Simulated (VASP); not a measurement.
# AlRu (Amm2) in VASP: notebook

AlRu is run at these levels: PBE; tasks: single point.

All numbers are computed with VASP 6.6.1; they aren't measurements. Logs are shortened: lines on timing, memory, paths and dates and some standing lists are left out, and cuts for length are marked.

## 1. The cell of the first run

The structure is orthorhombic, space group Amm2 (No. 38). The conventional cell has a = 2.992 Å, b = 4.231 Å, c = 4.231 Å, α = 90.00°, β = 90.00°, γ = 90.00°. Within 2.8 Å of Al (site symmetry mm2) lie 6 Ru at 2.10 to 2.67 Å. Ru (site symmetry mm2) has 6 Al at 2.10 to 2.67 Å within 2.8 Å.

## 2. Single point, PBE (atom 1 (Al) moved by (-0.450, -0.450) A along x and z)

Input file INCAR:

```
SYSTEM = AlRu
  PREC = Accurate
  ENCUT = 520
  EDIFF = 1E-6
  ISMEAR = 0
  SIGMA = 0.15
  LREAL = .False.
  LASPH = .True.
  NELM = 60
  ALGO = Fast
  ISIF = 2
  LWAVE = .False.
  LCHARG = .False.
  GGA = PE
  NBANDS = 16
```

Input file KPOINTS:

```
regular mesh
0
Gamma
  16 16 16
  0 0 0
```

Input file POSCAR:

```
AlRu
1.0
    2.9916000000      0.0000000000      0.0000000000
    0.0000000000      2.9916000000      0.0000000000
    0.0000000000      0.0000000000      2.9916000000
Al Ru
1 1
Direct
   -0.1504211793      0.0000000000     -0.1504211793
    0.5000000000      0.5000000000      0.5000000000
```

Potentials or basis: VASP PAW PBE potentials, release 64 (Al, Ru_pv).

On the command line:

```bash
cat potpaw_PBE.64/Al/POTCAR potpaw_PBE.64/Ru_pv/POTCAR > POTCAR
mpirun -np 1 vasp_std > vasp.out
```

OUTCAR:

```text
SYSTEM = AlRu
   PREC = Accurate
   ENCUT = 520
   EDIFF = 1E-6
   ISMEAR = 0
   LREAL = .False.
   LASPH = .True.
   NELM = 60
   ISIF = 2
   GGA = PE

 ion  position               nearest neighbor table
   1  0.850  0.000  0.850-   2 2.10   2 2.10   2 2.67   2 2.67   2 2.67   2 2.67   2 3.13   2 3.13

   2  0.500  0.500  0.500-   1 2.10   1 2.10   1 2.67   1 2.67   1 2.67   1 2.67   1 3.13   1 3.13

  LATTYP: Found a simple cubic cell.
 ALAT       =     2.9916000000

  Lattice vectors:

 A1 = (   2.9916000000,   0.0000000000,   0.0000000000)
 A2 = (   0.0000000000,   2.9916000000,   0.0000000000)
 A3 = (   0.0000000000,   0.0000000000,   2.9916000000)

Analysis of symmetry for initial positions (statically):
=====================================================================
 Subroutine PRICEL returns:
 Original cell was already a primitive cell.

 Routine SETGRP: Setting up the symmetry group for a
 simple cubic supercell.

 Subroutine GETGRP returns: Found  4 space group operations
 (whereof  4 operations were pure point group operations)
 out of a pool of 48 trial point group operations.

The static configuration has the point symmetry C_2v.

Analysis of symmetry for dynamics (positions and initial velocities):
=====================================================================
 Subroutine PRICEL returns:
 Original cell was already a primitive cell.

 Routine SETGRP: Setting up the symmetry group for a
 simple cubic supercell.

 Subroutine GETGRP returns: Found  4 space group operations
 (whereof  4 operations were pure point group operations)
 out of a pool of 48 trial point group operations.

The dynamic configuration has the point symmetry C_2v.

 Subroutine INISYM returns: Found  4 space group operations
 (whereof  4 operations are pure point group operations),
 and found     1 'primitive' translations

----------------------------------------------------------------------------------------

                                     Primitive cell

  volume of cell :      26.7738

  direct lattice vectors                    reciprocal lattice vectors
     2.991600000  0.000000000  0.000000000     0.334269287  0.000000000  0.000000000
     0.000000000  2.991600000  0.000000000     0.000000000  0.334269287  0.000000000
     0.000000000  0.000000000  2.991600000     0.000000000  0.000000000  0.334269287

  length of vectors
     2.991600000  2.991600000  2.991600000     0.334269287  0.334269287  0.334269287

  position of ions in fractional coordinates (direct lattice)
     0.849578821  0.000000000  0.849578821
     0.500000000  0.500000000  0.500000000

[... 79 lines left out ...]
   NSW    =      0    number of steps for IOM
   IBRION =     -1    ionic relax: 0-MD 1-quasi-New 2-CG
   NFREE  =      0    steps in history (QN), initial steepest desc. (CG)
   ISIF   =      2    stress and relaxation
   ISYM   =      2    0-nonsym 1-usesym 2-fastsym
   POTIM  = 0.5000    time-step for ionic-motion
   TEBEG  =    0.0;   TEEND  =   0.0 temperature during run
   PSTRESS=    0.0 pullay stress
   NELECT =      17.0000    total number of electrons
   NUPDOWN=      -1.0000    fix difference up-down
   EMIN   =  10.00;   EMAX   =-10.00  energy-range for DOS
   EFERMI =   0.00;   METHOD = LEGACY
   ISMEAR =     0;   SIGMA  =   0.15  broadening in eV -4-tet -1-fermi 0-gaus
   EFERMI_NEDOS =   21; number of points for ismear=-14 and -15
   IALGO  =     68    algorithm
   IMIX   =      4    mixing-type and parameters
     AMIX     =   0.40;   BMIX     =  1.00
     AMIX_MAG =   1.60;   BMIX_MAG =  1.00
  volume/ion in A,a.u.               =      13.39        90.34
  Fermi-wavevector in a.u.,A,eV,Ry     =   1.407087  2.659009 26.938090  1.979894
  Thomas-Fermi vector in A             =   2.529382
   LORBIT       =      0    0 simple, 1 ext, 2 COOP (PROOUT), +10 PAW based schemes
   GGA     = PE    functional components
   LHFCALC =     F    Hartree Fock is set to
   AEXX    =    0.0000 exact exchange contribution
   IVDW    =     0    specifies the selected vdW correction
   LEPSILON=     F    determine dielectric tensor
   LRPA    =     F    only Hartree local field effects (RPA)
 non-spin polarized calculation
 RMM-DIIS sequential band-by-band and
 Gauss-broadening in eV      SIGMA  =   0.15
  energy-cutoff  :      520.00
  volume of cell :       26.77
 maximum number of plane-waves:       739
 NGX is ok and might be reduce to    24
   NGX = 11   NGY = 11   NGZ = 11

 number of electron      16.9999995 magnetization

 Free energy of the ion-electron system (eV)
  ---------------------------------------------------
  ext. energy  EPLUGINS =         0.00000000
  ---------------------------------------------------
  free energy    TOTEN  =       -12.24013868 eV

  energy without entropy =      -12.22074878  energy(sigma->0) =      -12.23044373

 E-fermi :  10.5176     XC(G=0): -12.4441

 val. band max:       10.5175601076   @ k =   0.5000   0.5000   0.0000
 cond. band min:      10.5185629909   @ k =   0.5000   0.3750   0.5000
 fundamental gap:      0.0010028833
 Fermi energy:        10.5176429096

 k-point     1 :       0.0000    0.0000    0.0000
  band No.  band energies     occupation
      1     -31.1720      2.00000
      2     -31.1678      2.00000
      3     -31.0190      2.00000
      4       1.1794      2.00000
      5       6.5604      2.00000
      6       6.8218      2.00000
[... 433 lines left out ...]
      3     -31.0366      2.00000
      4       1.5418      2.00000
      5       6.6546      2.00000
      6       6.9807      2.00000
[... 8 lines left out ...]
     15      23.1146      0.00000
     16      25.1031      0.00000

 [... further k-points ...]

------------------------ aborting loop because EDIFF is reached ----------------------------------------

  FORCE on cell =-STRESS in cart. coord.  units (eV):
  Direction    XX          YY          ZZ          XY          YZ          ZX
  --------------------------------------------------------------------------------------
  -------------------------------------------------------------------------------------
  Total        4.3205360      9.5111011      4.3205360      0.0000000      0.0000000      4.7821827
  in kB      258.5458900    569.1553313    258.5458900      0.0000000      0.0000000    286.1713625
  external PRESSURE =     362.0823705 kB  Pullay stress =       0.0000000 kB

 VOLUME and BASIS-vectors are now :
 -----------------------------------------------------------------------------
  energy-cutoff  :      520.00
  volume of cell :       26.77
      direct lattice vectors                 reciprocal lattice vectors
     2.991600000  0.000000000  0.000000000     0.334269287  0.000000000  0.000000000
     0.000000000  2.991600000  0.000000000     0.000000000  0.334269287  0.000000000
     0.000000000  0.000000000  2.991600000     0.000000000  0.000000000  0.334269287

 POSITION                                       TOTAL-FORCE (eV/Angst)
 -----------------------------------------------------------------------------------
      2.54160      0.00000      2.54160         5.446869      0.000000      5.446869
      1.49580      1.49580      1.49580        -5.446869      0.000000     -5.446869
 -----------------------------------------------------------------------------------
    total drift:                                0.000229     -0.000000      0.000229

  FREE ENERGIE OF THE ION-ELECTRON SYSTEM (eV)
  ---------------------------------------------------
  free  energy   TOTEN  =       -12.2401386845 eV

  energy  without entropy=      -12.2207487827  energy(sigma->0) =      -12.23044373
```

OSZICAR:

```text
N       E                     dE             d eps       ncg     rms          rms(c)
DAV:   1     0.121649186168E+03    0.12165E+03   -0.93606E+03 21080   0.101E+03
DAV:   2    -0.109185482623E+02   -0.13257E+03   -0.12603E+03 24552   0.295E+02
DAV:   3    -0.128198488967E+02   -0.19013E+01   -0.18954E+01 28024   0.377E+01
DAV:   4    -0.128331383630E+02   -0.13289E-01   -0.13273E-01 25656   0.330E+00
DAV:   5    -0.128333143411E+02   -0.17598E-03   -0.17589E-03 25072   0.372E-01    0.125E+01
RMM:   6    -0.123315351812E+02    0.50178E+00   -0.12205E+00 21262   0.852E+00    0.317E+00
RMM:   7    -0.122586069820E+02    0.72928E-01   -0.13008E-01 22858   0.265E+00    0.258E+00
RMM:   8    -0.122409543183E+02    0.17653E-01   -0.50407E-02 23827   0.158E+00    0.331E-01
RMM:   9    -0.122401508029E+02    0.80352E-03   -0.45589E-03 25048   0.608E-01    0.130E-01
RMM:  10    -0.122401274183E+02    0.23385E-04   -0.80494E-04 25999   0.272E-01    0.872E-02
RMM:  11    -0.122401361538E+02   -0.87355E-05   -0.15271E-04 25722   0.125E-01    0.297E-02
RMM:  12    -0.122401388793E+02   -0.27255E-05   -0.49297E-05 25491   0.672E-02    0.270E-02
RMM:  13    -0.122401391966E+02   -0.31731E-06   -0.10965E-05 25486   0.323E-02    0.163E-02
RMM:  14    -0.122401386845E+02    0.51212E-06   -0.24999E-06 18243   0.149E-02
   1 F= -.12240139E+02 E0= -.12230444E+02  d E =-.193899E-01
```

stdout:

```text
POSCAR found type information on POSCAR AlRu
 POSCAR found :  2 types and       2 ions
 scaLAPACK will be used
 LDA part: xc-table for (Slater+PW92), standard interpolation
 POSCAR, INCAR and KPOINTS ok, starting setup
 FFT: planning ... GRIDC
 FFT: planning ... GRID_SOFT
 FFT: planning ... GRID
 WAVECAR not read
 entering main loop
```

Run time: 3.9 min. Hardware: 1 thread of Intel Xeon 8259CL, shared host; peak memory 0.37 GiB.

Results:

```yaml
Free_energy: -12.2401 eV
Pressure: 36.2 GPa
Largest_force: 7.703 eV/Å
Band_gap_on_the_k_mesh: zero (an odd number of electrons rules out a gap without spin polarisation)
```

Forces in eV/Å, atoms in the order of the input:
```
Al   5.447  0.000  5.447
Ru  -5.447  0.000 -5.447
```

Stress tensor (GPa, compression positive):
```
25.85  0.00 28.62
 0.00 56.92  0.00
28.62  0.00 25.85
```

Levels at points of the mesh, in eV from the Fermi level:
```
           k point  band 6  band 7  band 8  band 9  band 10  band 11  band 12  band 13
(0.00, 0.00, 0.00)   -3.70   -0.49    0.22    0.34     6.32     6.73     7.56    11.53
(0.50, 0.00, 0.00)   -3.22   -1.86   -1.34    0.15     2.46     8.26    10.93    11.29
(0.00, 0.50, 0.00)   -3.00   -1.77   -1.65    0.40     2.07     7.65    10.36    12.58
(0.50, 0.50, 0.00)   -1.83   -1.44   -0.49    0.00     1.41     5.34     5.60    12.23
(0.50, 0.00, 0.50)   -1.75   -1.19   -1.13   -0.25     1.52     5.18     6.29    11.62
(0.50, 0.50, 0.50)   -4.21    1.48    1.61    2.14     4.24     4.35     4.45     8.82
```

Caveat: the cell differs from its parent crystal (atom 1 (Al) moved by (-0.450, -0.450) A along x and z); the cell stands under pressure; forces of over 1 eV/Å act on the atoms, so gaps and moduli don't describe the material at rest.

## 3. Single point, PBE (atom 1 (Al) moved by (-0.225, -0.225) A along x and z)

Input file INCAR:

```
SYSTEM = AlRu
ALGO = Fast
EDIFF = 1E-6
ENCUT = 520
GGA = PE
ISIF = 2
ISMEAR = 0
LASPH = .TRUE.
LCHARG = .FALSE.
LREAL = .FALSE.
LWAVE = .FALSE.
NBANDS = 16
NELM = 80
PREC = Accurate
SIGMA = 0.15
```

Input file KPOINTS:

```
k-points
0
G
  16 16 16
  0 0 0
```

Changes to POSCAR since step 2:

```diff
@@ -8,3 +8,3 @@
 Direct
-   -0.1504211793      0.0000000000     -0.1504211793
+   -0.0752105897      0.0000000000     -0.0752105897
     0.5000000000      0.5000000000      0.5000000000
```

Potentials or basis: VASP PAW PBE potentials, release 64 (Al, Ru_pv).

On the command line:

```bash
cat potpaw_PBE.64/Al/POTCAR potpaw_PBE.64/Ru_pv/POTCAR > POTCAR
mpirun -np 1 vasp_std > vasp.out
```

It took 3.5 min on 1 thread of Intel Xeon 8259CL, shared host; peak memory 0.37 GiB.

It converged, with:

| Quantity | Value |
| --- | --- |
| Free energy | -13.8406 eV |
| Pressure | 10.6 GPa |
| Largest force | 2.837 eV/Å |
| Band gap on the k mesh | zero (an odd number of electrons rules out a gap without spin polarisation) |

Forces in eV/Å, atoms in the order of the input:
```
Al   2.006  0.000  2.006
Ru  -2.006  0.000 -2.006
```

Stress tensor (GPa, compression positive):
```
 8.94  0.00  7.79
 0.00 13.85  0.00
 7.79  0.00  8.94
```

Levels at points of the mesh, in eV from the Fermi level:
```csv
k point,band 7,band 8,band 9,band 10,band 11,band 12
"(0.00, 0.00, 0.00)",-0.01,0.18,0.23,6.14,6.25,6.47
"(0.50, 0.00, 0.00)",-1.66,-1.53,0.34,2.33,7.65,11.07
"(0.00, 0.50, 0.00)",-1.67,-1.61,0.40,2.25,7.50,11.44
"(0.50, 0.50, 0.00)",-1.53,-0.83,-0.70,1.52,5.31,5.98
"(0.50, 0.00, 0.50)",-1.33,-1.15,-1.00,1.53,5.36,6.11
"(0.50, 0.50, 0.50)",1.61,1.62,2.44,4.07,4.17,4.22
```

Caveat: the cell differs from its parent crystal (atom 1 (Al) moved by (-0.225, -0.225) A along x and z); the cell stands under pressure; forces of over 1 eV/Å act on the atoms, so gaps and moduli don't describe the material at rest.
